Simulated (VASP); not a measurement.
Input of a VASP 6.6.1 run:

File INCAR:

```
PREC     = Accurate       # precision mode
ENCUT    = 520            # plane-wave cutoff, eV
EDIFF    = 1E-6           # SCF threshold, eV
ISMEAR   = 0              # smearing method
SIGMA    = 0.01           # smearing width, eV
LREAL    = F              # projectors in reciprocal space
LASPH    = T              # aspherical terms in the spheres
NELM     = 60             # most SCF steps
ALGO     = Normal         # electronic algorithm
ISIF     = 2              # what is computed and relaxed
LWAVE    = F              # write WAVECAR
LCHARG   = F              # write CHGCAR
GGA      = PS             # functional
NBANDS   = 16             # bands
```

The input KPOINTS:

```
Automatic mesh
0
Gamma
  8 8 8
```

POSCAR

```
ZnS
1.0
    0.0133888482      2.6844640688      2.6844640688
    2.6844640688      0.0133888482      2.6844640688
    2.6844640688      2.6844640688      0.0133888482
Zn S
1 1
Direct
    0.7504642143      0.7504642143      0.7504642143
   -0.0004642143     -0.0004642143     -0.0004642143
```

Potentials or basis: VASP PAW PBE potentials, release 64 (Zn, S).

Launch:

```sh
$ cat potpaw_PBE.64/Zn/POTCAR potpaw_PBE.64/S/POTCAR > POTCAR
$ mpirun -np 1 vasp_std > vasp.out
```

(1) What does it give for the pressure?

(2) Predict the band gap on the k mesh.

## Answers

(1) 0.2 GPa.

(2) 2.08 eV, direct.

Caveat: the cell differs from its parent crystal (equal xy, yz and zx engineering shears of +0.5 %); the PAW data sets were made with another functional, which shifts forces and pressure a little.
